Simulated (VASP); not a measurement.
# Ti4O in VASP: further runs

Ti4O is run at these levels: PBEsol; tasks: single point.

All numbers are computed with VASP 6.6.1; they aren't measurements. Logs are shortened: lines on timing, memory, paths and dates and some standing lists are left out, and cuts for length are marked.

### 1 The cell of the first run

The cell holds a slab with vacuum, 5 atoms: a = 2.868 Å, b = 2.868 Å, c = 26.025 Å, α = 90.00°, β = 90.00°, γ = 120.00°.

### 2 Single point, PBEsol

The input, INCAR:

```
ALGO = Normal ; DIPOL = 0.5 0.5 0.499
EDIFF = 1E-7 ; ENCUT = 520
GGA = PS ; IDIPOL = 3
ISIF = 2 ; ISMEAR = 0
LASPH = True ; LCHARG = False
LDIPOL = True ; LREAL = False
LWAVE = False ; NBANDS = 35
NELM = 60 ; PREC = Accurate
SIGMA = 0.1
```

The input, KPOINTS:

```
k-points
0
Gamma
  12 12 1
```

The input, POSCAR:

```
Ti4O
1.0
    2.8679135954      0.0000000000      0.0000000000
   -1.4339567977      2.4836860295      0.0000000000
    0.0000000000      0.0000000000     26.0249249352
Ti O
4 1
Direct
    0.6666666667      0.3333333333      0.3266099719
    0.3333333333      0.6666666667      0.4165868556
    0.0000000000      0.0000000000      0.5080269110
    0.6666666667      0.3333333333      0.5921085072
    0.6666666667      0.3333333333      0.6534541844
```

Potentials or basis: VASP PAW PBE potentials, release 64 (Ti_sv, O).

Launch:

```
$ cat potpaw_PBE.64/Ti_sv/POTCAR potpaw_PBE.64/O/POTCAR > POTCAR
$ mpirun -np 1 vasp_std > vasp.out
```

OUTCAR:

```text
EDIFF = 1E-7
   ENCUT = 520
   GGA = PS
   ISIF = 2
   ISMEAR = 0
   LASPH = True
   LREAL = False
   NELM = 60
   PREC = Accurate

 ion  position               nearest neighbor table
   1  0.667  0.333  0.327-   2 2.87   2 2.87   2 2.87
   2  0.333  0.667  0.417-   1 2.87   1 2.87   1 2.87   3 2.90   3 2.90   3 2.90
   3  0.000  0.000  0.508-   4 2.74   4 2.74   4 2.74   2 2.90   2 2.90   2 2.90
   4  0.667  0.333  0.592-   5 1.60   3 2.74   3 2.74   3 2.74
   5  0.667  0.333  0.653-   4 1.60

  LATTYP: Found a hexagonal cell.
 ALAT       =     2.8679135954
 C/A-ratio  =     9.0745149983

  Lattice vectors:

 A1 = (   2.8679135954,   0.0000000000,   0.0000000000)
 A2 = (  -1.4339567977,   2.4836860295,   0.0000000000)
 A3 = (   0.0000000000,   0.0000000000,  26.0249249352)

Analysis of symmetry for initial positions (statically):
=====================================================================
 Subroutine PRICEL returns:
 Original cell was already a primitive cell.

 Routine SETGRP: Setting up the symmetry group for a
 hexagonal supercell.

 Subroutine GETGRP returns: Found  6 space group operations
 (whereof  6 operations were pure point group operations)
 out of a pool of 24 trial point group operations.

The static configuration has the point symmetry C_3v.

Analysis of symmetry for dynamics (positions and initial velocities):
=====================================================================
 Subroutine PRICEL returns:
 Original cell was already a primitive cell.

 Routine SETGRP: Setting up the symmetry group for a
 hexagonal supercell.

 Subroutine GETGRP returns: Found  6 space group operations
 (whereof  6 operations were pure point group operations)
 out of a pool of 24 trial point group operations.

The dynamic configuration has the point symmetry C_3v.

 Subroutine INISYM returns: Found  6 space group operations
 (whereof  6 operations are pure point group operations),
 and found     1 'primitive' translations

----------------------------------------------------------------------------------------

                                     Primitive cell

  volume of cell :     185.3755

  direct lattice vectors                    reciprocal lattice vectors
     2.867913595  0.000000000  0.000000000     0.348685540  0.201313690  0.000000000
    -1.433956798  2.483686029  0.000000000     0.000000000  0.402627380  0.000000000
     0.000000000  0.000000000 26.024924935     0.000000000  0.000000000  0.038424703

  length of vectors
     2.867913595  2.867913595 26.024924935     0.402627380  0.402627380  0.038424703

  position of ions in fractional coordinates (direct lattice)
     0.666666667  0.333333333  0.326609972
     0.333333333  0.666666667  0.416586856
     0.000000000  0.000000000  0.508026911
     0.666666667  0.333333333  0.592108507
     0.666666667  0.333333333  0.653454184

  ion indices of the primitive-cell ions
   primitive index   ion index
                 1           1
                 2           2
                 3           3
                 4           4
                 5           5

----------------------------------------------------------------------------------------

 KPOINTS: k-points

Automatic generation of k-mesh.
 Grid dimensions read from file:
 generate k-points for:   12   12    1

 Generating k-lattice:

  Cartesian coordinates                     Fractional coordinates (reciprocal lattice)
     0.029057128  0.016776141  0.000000000     0.083333333  0.000000000  0.000000000
     0.000000000  0.033552282  0.000000000     0.000000000  0.083333333  0.000000000
     0.000000000  0.000000000  0.038424703     0.000000000  0.000000000  1.000000000

  Length of vectors
     0.033552282  0.033552282  0.038424703

  Shift w.r.t. Gamma in fractional coordinates (k-lattice)
     0.000000000  0.000000000  0.000000000

 Subroutine IBZKPT returns following result:
 ===========================================

 Found     19 irreducible k-points:

 Following reciprocal coordinates:
            Coordinates               Weight
  0.000000  0.000000  0.000000      1.000000
  0.083333  0.000000  0.000000      6.000000
  0.166667 -0.000000  0.000000      6.000000
  0.250000  0.000000  0.000000      6.000000
  0.333333 -0.000000  0.000000      6.000000
  0.416667  0.000000  0.000000      6.000000
[... 11 lines left out ...]
  0.333333  0.250000  0.000000     12.000000
  0.333333  0.333333  0.000000      2.000000
   k-points           NKPTS =     19   k-points in BZ     NKDIM =     19   number of bands    NBANDS=     35
   number of dos      NEDOS =    301   number of ions     NIONS =      5
   total plane-waves  NPLWV = 112896
   dimension x,y,z NGX =    24 NGY =   24 NGZ =  196
   dimension x,y,z NGXF=    48 NGYF=   48 NGZF=  392
   ions per type =               4   1
   NGX,Y,Z   is equivalent  to a cutoff of  13.91, 13.91, 12.52 a.u.
   NGXF,Y,Z  is equivalent  to a cutoff of  27.82, 27.82, 25.04 a.u.
 SYSTEM =  unknown system
   PREC   = accura    normal or accurate (medium, high low for compatibility)
   ISTART =      0    job   : 0-new  1-cont  2-samecut
   ICHARG =      2    charge: 1-file 2-atom 10-const
   ISPIN  =      1    spin polarized calculation?
   LNONCOLLINEAR =      F non collinear calculations
   LSORBIT =      F    spin-orbit coupling
   LASPH  =      T    aspherical Exc in radial PAW
   ENCUT  =  520.0 eV  38.22 Ry    6.18 a.u.   5.33  5.33 48.39*2*pi/ulx,y,z
   NELM   =     60;   NELMIN=  2; NELMDL= -5     # of ELM steps
   EDIFF  = 0.1E-06   stopping-criterion for ELM
   LREAL  =      F    real-space projection
   EDIFFG = 0.1E-05   stopping-criterion for IOM
   NSW    =      0    number of steps for IOM
   IBRION =     -1    ionic relax: 0-MD 1-quasi-New 2-CG
   NFREE  =      0    steps in history (QN), initial steepest desc. (CG)
   ISIF   =      2    stress and relaxation
   ISYM   =      2    0-nonsym 1-usesym 2-fastsym
   POTIM  = 0.5000    time-step for ionic-motion
   TEBEG  =    0.0;   TEEND  =   0.0 temperature during run
   PSTRESS=    0.0 pullay stress
   NELECT =      54.0000    total number of electrons
   NUPDOWN=      -1.0000    fix difference up-down
   EMIN   =  10.00;   EMAX   =-10.00  energy-range for DOS
   EFERMI =   0.00;   METHOD = LEGACY
   ISMEAR =     0;   SIGMA  =   0.10  broadening in eV -4-tet -1-fermi 0-gaus
   EFERMI_NEDOS =   21; number of points for ismear=-14 and -15
   IALGO  =     38    algorithm
   IMIX   =      4    mixing-type and parameters
     AMIX     =   0.40;   BMIX     =  1.00
     AMIX_MAG =   1.60;   BMIX_MAG =  1.00
  volume/ion in A,a.u.               =      37.08       250.20
  Fermi-wavevector in a.u.,A,eV,Ry     =   1.085231  2.050788 16.023926  1.177725
  Thomas-Fermi vector in A             =   2.221339
   LORBIT       =      0    0 simple, 1 ext, 2 COOP (PROOUT), +10 PAW based schemes
   GGA     = PS    functional components
   LHFCALC =     F    Hartree Fock is set to
   AEXX    =    0.0000 exact exchange contribution
   IVDW    =     0    specifies the selected vdW correction
   LEPSILON=     F    determine dielectric tensor
   LRPA    =     F    only Hartree local field effects (RPA)
 non-spin polarized calculation
 Gauss-broadening in eV      SIGMA  =   0.10
  energy-cutoff  :      520.00
  volume of cell :      185.38
 maximum number of plane-waves:      5023
 NGX is ok and might be reduce to    24
   NGX = 11   NGY = 11   NGZ = 97

 dipolmoment           0.000000      0.000000     -0.003004 electrons x Angstroem

 number of electron      53.9999999 magnetization

 dipolmoment           0.000000      0.000000      0.161968 electrons x Angstroem

 Free energy of the ion-electron system (eV)
  ---------------------------------------------------
  ext. energy  EPLUGINS =         0.00000000
  ---------------------------------------------------
  free energy    TOTEN  =       -38.88806904 eV

  energy without entropy =      -38.86458803  energy(sigma->0) =      -38.87632853

 E-fermi :  -0.9641     XC(G=0):  -5.3466

 val. band max:       -0.9866830634   @ k =   0.2500   0.0833   0.0000
 cond. band min:      -0.8880578612   @ k =   0.3333   0.3333   0.0000
 fundamental gap:      0.0986252022
 Fermi energy:        -0.9640655105

 k-point     1 :       0.0000    0.0000    0.0000
  band No.  band energies     occupation
      1     -57.5661      2.00000
      2     -57.4009      2.00000
      3     -57.2306      2.00000
      4     -56.5571      2.00000
      5     -34.0891      2.00000
      6     -33.8325      2.00000
[... 27 lines left out ...]
     34       0.5539      0.00000
     35       0.5539      0.00000

 k-point     2 :       0.0833    0.0000    0.0000
  band No.  band energies     occupation
      1     -57.5592      2.00000
      2     -57.3946      2.00000
      3     -57.2242      2.00000
      4     -56.5508      2.00000
      5     -34.0770      2.00000
      6     -33.8261      2.00000
[... 27 lines left out ...]
     34       0.4729      0.00000
     35       0.6591      0.00000

 k-point     3 :       0.1667   -0.0000    0.0000
  band No.  band energies     occupation
      1     -57.5404      2.00000
      2     -57.3772      2.00000
      3     -57.2064      2.00000
      4     -56.5335      2.00000
      5     -34.0450      2.00000
      6     -33.8173      2.00000
[... 27 lines left out ...]
     34       0.6304      0.00000
     35       0.8670      0.00000
[... 533 lines left out ...]
 k-point    18 :       0.3333    0.2500    0.0000
  band No.  band energies     occupation
      1     -57.4526      2.00000
      2     -57.2969      2.00000
      3     -57.1238      2.00000
      4     -56.4530      2.00000
      5     -34.0766      2.00000
      6     -33.9803      2.00000
[... 27 lines left out ...]
     34       1.3214      0.00000
     35       1.7635      0.00000

 k-point    19 :       0.3333    0.3333    0.0000
  band No.  band energies     occupation
      1     -57.4491      2.00000
      2     -57.2937      2.00000
      3     -57.1205      2.00000
      4     -56.4497      2.00000
      5     -34.0156      2.00000
      6     -33.9978      2.00000
[... 27 lines left out ...]
     34       1.1116      0.00000
     35       1.7892      0.00000

------------------------ aborting loop because EDIFF is reached ----------------------------------------

 vacuum level on the upper side and lower side of the slab       (xc-potential included)         2.009        -2.021

  FORCE on cell =-STRESS in cart. coord.  units (eV):
  Direction    XX          YY          ZZ          XY          YZ          ZX
  --------------------------------------------------------------------------------------
  -------------------------------------------------------------------------------------
  Total        2.6376569      2.6376569      1.1564671     -0.0000000      0.0000000     -0.0000000
  in kB       22.7969448     22.7969448      9.9952029     -0.0000000      0.0000000     -0.0000000
  external PRESSURE =      18.5296975 kB  Pullay stress =       0.0000000 kB

 VOLUME and BASIS-vectors are now :
 -----------------------------------------------------------------------------
  energy-cutoff  :      520.00
  volume of cell :      185.38
      direct lattice vectors                 reciprocal lattice vectors
     2.867913595  0.000000000  0.000000000     0.348685540  0.201313690  0.000000000
    -1.433956798  2.483686029  0.000000000     0.000000000  0.402627380  0.000000000
     0.000000000  0.000000000 26.024924935     0.000000000  0.000000000  0.038424703

 POSITION                                       TOTAL-FORCE (eV/Angst)
 -----------------------------------------------------------------------------------
      1.43396      0.82790      8.50000        -0.000000      0.000000      0.514098
     -0.00000      1.65579     10.84164         0.000000      0.000000     -0.413851
      0.00000      0.00000     13.22136        -0.000000      0.000000     -0.959479
      1.43396      0.82790     15.40958         0.000000     -0.000000      0.384685
      1.43396      0.82790     17.00610         0.000000     -0.000000      0.474548
 -----------------------------------------------------------------------------------
    total drift:                               -0.000000      0.000000      0.001740

  FREE ENERGIE OF THE ION-ELECTRON SYSTEM (eV)
  ---------------------------------------------------
  free  energy   TOTEN  =       -38.8880690352 eV

  energy  without entropy=      -38.8645880255  energy(sigma->0) =      -38.87632853

 vacuum level on the upper side and lower side of the slab         7.793         3.679
```

It took 2.8 min on 1 thread of Intel Xeon 6975P-C (Granite Rapids), shared host; peak memory 0.37 GiB.

What came out:

* Free energy: -38.8881 eV
* Largest force: 0.959 eV/Å
* Band gap on the k mesh: zero (bands 27 and 28 overlap by 0.62 eV)

Forces on the atoms (eV/Å):
```
Ti   0.000  0.000  0.514
Ti   0.000  0.000 -0.414
Ti   0.000  0.000 -0.959
Ti   0.000  0.000  0.385
O    0.000  0.000  0.475
```

Levels at points of the mesh, in eV from the Fermi level:
```
           k point  band 23  band 24  band 25  band 26  band 27  band 28  band 29  band 30  band 31  band 32
(0.00, 0.00, 0.00)    -1.03    -1.03    -0.11     0.33     0.45     0.80     0.80     0.97     0.97     1.06
(0.50, 0.00, 0.00)    -1.63    -1.58    -1.39    -0.84    -0.12     0.55     0.84     1.06     1.36     1.88
```

Caveat: the PAW data sets were made with another functional, which shifts forces and pressure a little.

### 3 Single point, PBEsol

The input, INCAR:

```
  ALGO = Normal
  DIPOL = 0.5 0.5 0.494
  EDIFF = 1E-6
  ENCUT = 520
  GGA = PS
  IDIPOL = 3
  ISIF = 2
  ISMEAR = 0
  LASPH = True
  LCHARG = False
  LDIPOL = True
  LREAL = False
  LWAVE = False
  NBANDS = 35
  NELM = 100
  PREC = Accurate
  SIGMA = 0.1
```

KPOINTS is that of step 2.

POSCAR, as its differences from that of step 2:

```diff
@@ -12,2 +12,2 @@
     0.6666666667      0.3333333333      0.5921085072
-    0.6666666667      0.3333333333      0.6534541844
+    1.0000000000      1.0000000000      0.6275576843
```

Potentials or basis: VASP PAW PBE potentials, release 64 (Ti_sv, O).

Launch:

```
$ cat potpaw_PBE.64/Ti_sv/POTCAR potpaw_PBE.64/O/POTCAR > POTCAR
$ mpirun -np 1 vasp_std > vasp.out
```

It took 2.8 min on 1 thread of Intel Xeon 6975P-C (Granite Rapids), shared host; peak memory 0.36 GiB.

The run converged. Its results:

| Property | Result |
| --- | --- |
| Free energy | -41.4816 eV |
| Largest force | 1.928 eV/Å |
| Band gap on the k mesh | zero (bands 27 and 28 overlap by 0.69 eV) |

Forces on the atoms (eV/Å):
```
Ti   0.000  0.000  0.497
Ti   0.000  0.000 -0.360
Ti   0.000  0.000 -1.928
Ti   0.000  0.000  1.718
O    0.000  0.000  0.073
```

Levels at points of the mesh, in eV from the Fermi level:
```tsv
k point	band 25	band 26	band 27	band 28	band 29	band 30
(0.00, 0.00, 0.00)	-0.07	0.39	0.53	0.82	0.82	0.88
(0.50, 0.00, 0.00)	-1.36	-0.41	0.19	0.47	0.91	1.05
```

Caveat: the PAW data sets were made with another functional, which shifts forces and pressure a little.

The gap in the log of VASP goes by the Fermi energy; the results here count the filled bands.